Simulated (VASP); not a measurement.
# Li2TaO3 (Fmmm) in VASP: single point with PBE

Aim: the single point of Li2TaO3 with PBE.

Everything below comes from runs of VASP 6.6.1. Logs are shortened: lines on timing, memory, paths and dates and some standing lists are left out, and cuts for length are marked.

## Step 1: The cell of the first run

It takes space group Fmmm (No. 69, orthorhombic). The conventional cell has a = 4.301 Å, b = 4.374 Å, c = 12.368 Å, α = 90.00°, β = 90.00°, γ = 90.00°. Within 2.8 Å of Li (site symmetry mm2) lie 6 O at 1.97 to 2.29 Å and 4 Li at 2.69 to 2.71 Å. Ta (site symmetry mmm) has 6 O at 1.93 to 2.19 Å within 2.6 Å. O (site symmetry mmm) has 4 Ta at 2.15 to 2.19 Å and 2 Li at 2.29 Å and 12 O at 2.89 to 3.07 Å within 3.1 Å. O (site symmetry mm2) has 1 Ta at 1.93 Å and 5 Li at 1.97 to 2.22 Å within 2.6 Å.

The cell was generated, and may not be a known phase.

## Step 2: Single point, PBE

File INCAR:

```
PREC = Accurate
ENCUT = 880
EDIFF = 1E-6
ISMEAR = 0
SIGMA = 0.1
LREAL = False
LASPH = True
NELM = 120
ALGO = Normal
ISIF = 2
LWAVE = False
LCHARG = False
GGA = PE
NBANDS = 28
GGA_COMPAT = False
```

File KPOINTS:

```
Automatic mesh
0
Gamma
  6 6 6
```

File POSCAR:

```
Li2TaO3
1.0
    0.0000000000      2.1872132814      6.1838314864
    2.1504010343      0.0000000000      6.1838314864
    2.1504010343      2.1872132814      0.0000000000
Li Ta O
2 1 3
Direct
    0.3150096325      0.3150096325      0.6849903675
    0.6849903675      0.6849903675      0.3150096325
    0.0000000000      0.0000000000      0.0000000000
    0.5000000000      0.5000000000      0.5000000000
    0.8439688608      0.8439688608      0.1560311392
    0.1560311392      0.1560311392      0.8439688608
```

Potentials or basis: VASP PAW PBE potentials, release 64 (Li_sv, Ta_sv_GW, O).

Run with:

```bash
> cat potpaw_PBE.64/Li_sv/POTCAR potpaw_PBE.64/Ta_sv_GW/POTCAR potpaw_PBE.64/O/POTCAR > POTCAR
> mpirun -np 1 vasp_std > vasp.out
```

OUTCAR:

```text
PREC = Accurate
   ENCUT = 880
   EDIFF = 1E-6
   ISMEAR = 0
   LREAL = False
   LASPH = True
   NELM = 120
   ISIF = 2
   GGA = PE

 ion  position               nearest neighbor table
   1  0.315  0.315  0.685-   6 1.97   5 2.18   5 2.18   5 2.22   5 2.22
   2  0.685  0.685  0.315-   5 1.97   6 2.18   6 2.18   6 2.22   6 2.22
   3  0.000  0.000  0.000-   5 1.93   6 1.93   4 2.15   4 2.15   4 2.19   4 2.19
   4  0.500  0.500  0.500-   3 2.15   3 2.15   3 2.19   3 2.19
   5  0.844  0.844  0.156-   3 1.93   2 1.97   1 2.18   1 2.18   1 2.22   1 2.22
   6  0.156  0.156  0.844-   3 1.93   1 1.97   2 2.18   2 2.18   2 2.22   2 2.22

  LATTYP: Found a face centered orthorhombic cell.
 ALAT       =     4.3008020686
 B/A-ratio  =     1.0171187823
 C/A-ratio  =     2.8756643006

  Lattice vectors:

 A1 = (   0.0000000000,   2.1872132814,   6.1838314864)
 A2 = (   2.1504010343,   0.0000000000,   6.1838314864)
 A3 = (   2.1504010343,   2.1872132814,   0.0000000000)

Analysis of symmetry for initial positions (statically):
=====================================================================
 Subroutine PRICEL returns:
 Original cell was already a primitive cell.

 Routine SETGRP: Setting up the symmetry group for a
 face centered orthorhombic supercell.

 Subroutine GETGRP returns: Found  8 space group operations
 (whereof  8 operations were pure point group operations)
 out of a pool of  8 trial point group operations.

The static configuration has the point symmetry D_2h.

Analysis of symmetry for dynamics (positions and initial velocities):
=====================================================================
 Subroutine PRICEL returns:
 Original cell was already a primitive cell.

 Routine SETGRP: Setting up the symmetry group for a
 face centered orthorhombic supercell.

 Subroutine GETGRP returns: Found  8 space group operations
 (whereof  8 operations were pure point group operations)
 out of a pool of  8 trial point group operations.

The dynamic configuration has the point symmetry D_2h.

 Subroutine INISYM returns: Found  8 space group operations
 (whereof  8 operations are pure point group operations),
 and found     1 'primitive' translations

----------------------------------------------------------------------------------------

[... 94 lines left out ...]
   ISPIN  =      1    spin polarized calculation?
   LNONCOLLINEAR =      F non collinear calculations
   LSORBIT =      F    spin-orbit coupling
   LASPH  =      T    aspherical Exc in radial PAW
   ENCUT  =  880.0 eV  64.68 Ry    8.04 a.u.  15.87 15.84  7.42*2*pi/ulx,y,z
   NELM   =    120;   NELMIN=  2; NELMDL= -5     # of ELM steps
   EDIFF  = 0.1E-05   stopping-criterion for ELM
   LREAL  =      F    real-space projection
   EDIFFG = 0.1E-04   stopping-criterion for IOM
   NSW    =      0    number of steps for IOM
   IBRION =     -1    ionic relax: 0-MD 1-quasi-New 2-CG
   NFREE  =      0    steps in history (QN), initial steepest desc. (CG)
   ISIF   =      2    stress and relaxation
   ISYM   =      2    0-nonsym 1-usesym 2-fastsym
   POTIM  = 0.5000    time-step for ionic-motion
   TEBEG  =    0.0;   TEEND  =   0.0 temperature during run
   PSTRESS=    0.0 pullay stress
   NELECT =      37.0000    total number of electrons
   NUPDOWN=      -1.0000    fix difference up-down
   EMIN   =  10.00;   EMAX   =-10.00  energy-range for DOS
   EFERMI =   0.00;   METHOD = LEGACY
   ISMEAR =     0;   SIGMA  =   0.10  broadening in eV -4-tet -1-fermi 0-gaus
   EFERMI_NEDOS =   21; number of points for ismear=-14 and -15
   IALGO  =     38    algorithm
   IMIX   =      4    mixing-type and parameters
     AMIX     =   0.40;   BMIX     =  1.00
     AMIX_MAG =   1.60;   BMIX_MAG =  1.00
  volume/ion in A,a.u.               =       9.69        65.42
  Fermi-wavevector in a.u.,A,eV,Ry     =   1.407914  2.660571 26.969749  1.982221
  Thomas-Fermi vector in A             =   2.530124
   LORBIT       =      0    0 simple, 1 ext, 2 COOP (PROOUT), +10 PAW based schemes
   GGA     = PE    functional components
   LHFCALC =     F    Hartree Fock is set to
   AEXX    =    0.0000 exact exchange contribution
   IVDW    =     0    specifies the selected vdW correction
   LEPSILON=     F    determine dielectric tensor
   LRPA    =     F    only Hartree local field effects (RPA)
 non-spin polarized calculation
 Gauss-broadening in eV      SIGMA  =   0.10
  energy-cutoff  :      880.00
  volume of cell :       58.17
 maximum number of plane-waves:      3506
   NGX = 31   NGY = 31   NGZ = 15

 number of electron      37.0000003 magnetization

 Free energy of the ion-electron system (eV)
  ---------------------------------------------------
  ext. energy  EPLUGINS =         0.00000000
  ---------------------------------------------------
  free energy    TOTEN  =       -46.66397708 eV

  energy without entropy =      -46.65579030  energy(sigma->0) =      -46.65988369

 E-fermi :   7.4646     XC(G=0): -11.1223

 val. band max:        7.4606563883   @ k =  -0.3333   0.1667   0.5000
 cond. band min:       7.5286077194   @ k =  -0.1667   0.1667   0.1667
 fundamental gap:      0.0679513311
 Fermi energy:         7.4645501140

 k-point     1 :       0.0000    0.0000    0.0000
  band No.  band energies     occupation
      1     -62.7848      2.00000
      2     -38.7698      2.00000
      3     -38.7180      2.00000
      4     -29.4293      2.00000
      5     -29.0805      2.00000
      6     -29.0780      2.00000
[... 733 lines left out ...]
     27      16.4611      0.00000
     28      18.4239      0.00000

 [... further k-points ...]
[... 5 lines left out ...]
  --------------------------------------------------------------------------------------
  -------------------------------------------------------------------------------------
  Total        0.0709297     -0.1566148      0.0638248      0.0000000      0.0000000      0.0000000
  in kB        1.9536219     -4.3136535      1.7579301      0.0000000      0.0000000      0.0000000
  external PRESSURE =      -0.2007005 kB  Pullay stress =       0.0000000 kB

 VOLUME and BASIS-vectors are now :
 -----------------------------------------------------------------------------
  energy-cutoff  :      880.00
  volume of cell :       58.17
      direct lattice vectors                 reciprocal lattice vectors
     0.000000000  2.187213281  6.183831486    -0.232514769  0.228601392  0.080856020
     2.150401034  0.000000000  6.183831486     0.232514769 -0.228601392  0.080856020
     2.150401034  2.187213281  0.000000000     0.232514769  0.228601392 -0.080856020

 POSITION                                       TOTAL-FORCE (eV/Angst)
 -----------------------------------------------------------------------------------
      2.15040      2.18721      3.89593         0.000000      0.000000      0.000982
      2.15040      2.18721      8.47173         0.000000      0.000000     -0.000982
      0.00000      0.00000      0.00000         0.000000      0.000000     -0.000000
      2.15040      2.18721      6.18383         0.000000     -0.000000     -0.000000
      2.15040      2.18721     10.43792         0.000000      0.000000     -0.069087
      2.15040      2.18721      1.92974         0.000000      0.000000      0.069087
 -----------------------------------------------------------------------------------
    total drift:                                0.000000      0.000000      0.000000

  FREE ENERGIE OF THE ION-ELECTRON SYSTEM (eV)
  ---------------------------------------------------
  free  energy   TOTEN  =       -46.6639770784 eV

  energy  without entropy=      -46.6557902975  energy(sigma->0) =      -46.65988369
```

OSZICAR:

```text
N       E                     dE             d eps       ncg     rms          rms(c)
DAV:   1     0.376217935604E+03    0.37622E+03   -0.26821E+04  2576   0.205E+03
[... 11 lines left out ...]
DAV:  13    -0.466666349724E+02    0.96211E-03   -0.13949E-01  3472   0.201E+00    0.312E+01
DAV:  14    -0.466658838483E+02    0.75112E-03   -0.16595E-02  3404   0.800E-01    0.225E+01
DAV:  15    -0.466639397037E+02    0.19441E-02   -0.63037E-03  3040   0.561E-01    0.315E+00
DAV:  16    -0.466639750251E+02   -0.35321E-04   -0.62138E-04  3548   0.153E-01    0.845E-01
DAV:  17    -0.466639790104E+02   -0.39853E-05   -0.76824E-05  3580   0.448E-02    0.501E-01
DAV:  18    -0.466639769204E+02    0.20901E-05   -0.12278E-05  3176   0.232E-02    0.116E-01
DAV:  19    -0.466639770784E+02   -0.15807E-06   -0.10869E-06  2408   0.673E-03
   1 F= -.46663977E+02 E0= -.46659884E+02  d E =-.818678E-02
```

stdout:

```text
POSCAR found type information on POSCAR LiTaO
 POSCAR found :  3 types and       6 ions
 scaLAPACK will be used
 LDA part: xc-table for (Slater+PW92), standard interpolation
 POSCAR, INCAR and KPOINTS ok, starting setup
 FFT: planning ... GRIDC
 FFT: planning ... GRID_SOFT
 FFT: planning ... GRID
 WAVECAR not read
 entering main loop
```

Wall time 4.8 min (1 thread of Intel Xeon Platinum 8259CL at 2.50GHz (Skylake/Cascade Lake), shared host); peak memory 0.45 GiB.

Results:

| Item | Value |
| --- | --- |
| Free energy | -46.6640 eV |
| Pressure | 0.0 GPa |
| Largest force | 0.069 eV/Å |
| Band gap on the k mesh | zero (an odd number of electrons rules out a gap without spin polarisation) |

Forces on the atoms (eV/Å):
```
Li   0.000  0.000  0.001
Li   0.000  0.000 -0.001
Ta   0.000  0.000  0.000
O    0.000  0.000  0.000
O    0.000  0.000 -0.069
O    0.000  0.000  0.069
```

Levels at points of the mesh, in eV from the Fermi level:
| k point | band 17 | band 18 | band 19 | band 20 | band 21 | band 22 |
| --- | --- | --- | --- | --- | --- | --- |
| (0.00, 0.00, 0.00) | -3.48 | -3.47 | -3.42 | 0.28 | 1.04 | 1.86 |
| (0.50, 0.00, 0.00) | -4.13 | -3.43 | 1.01 | 1.58 | 2.34 | 4.77 |
| (0.50, 0.50, 0.00) | -4.26 | -3.94 | -3.86 | 0.29 | 1.05 | 2.10 |
| (0.50, 0.00, 0.50) | -4.68 | -3.91 | -0.18 | 0.48 | 2.47 | 3.27 |
| (0.00, 0.50, 0.50) | -4.70 | -3.96 | -0.23 | 0.51 | 2.47 | 3.27 |

Caveat: spin-orbit coupling is left out, which moves the levels of the heavy elements; an odd number of electrons without spin polarisation forces a metal; a magnetic or distorted state may lie lower.

The gap in the log of VASP goes by the Fermi energy; the results here count the filled bands.